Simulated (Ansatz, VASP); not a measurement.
**BaTiO3 in VASP and in Ansatz**

```
CELL_PARAMETERS angstrom
2.73423 1.65299 2.35630
-2.73423 1.65299 2.35630
0.00000 -3.30599 2.35630
ATOMIC_POSITIONS crystal
Ba 0.00495 0.00495 0.00495
Ti 0.51919 0.51919 0.51919
O 0.48839 0.48839 0.97777
O 0.48839 0.97777 0.48839
O 0.97777 0.48839 0.48839
```

Change from the starting cell: strain -0.0450 x Voigt [1, 0, 0, 0, 0, 0], atoms carried along.

Alike in both runs: task single point; functional PBE; k mesh 6 × 6 × 6; occupations gaussian, width 0.05 eV; no spin polarisation.

|  | VASP | Ansatz |
| --- | --- | --- |
| version | VASP 6.6.1 | Ansatz 0.2.0 |
| potentials or method | VASP PAW PBE potentials, release 64 (Ba_sv, Ti_sv, O_h), cutoff 1340 eV | scalar-relativistic, plane waves, PAW |
| valence electrons in the cell | 40 | 40 |

Ansatz gave:

* gap on the k mesh at the Fermi level (eV): 2.66
* least direct gap on the mesh (eV): 3.02
* pressure (GPa): 8.4
* traceless stress, the component that is largest in VASP (GPa): 7.34
* rms of the force components (eV/Å): 0.287

Question: Estimate VASP's values.

Answer: gap on the k mesh at the Fermi level (eV): 2.62; least direct gap on the mesh (eV): 3.01; pressure (GPa): 10.0; traceless stress, the component that is largest in VASP (GPa): 7.62; rms of the force components (eV/Å): 0.305.

Atom by atom the forces differ by 0.024 eV/Å (rms over components).

Neither program's run includes spin-orbit coupling.
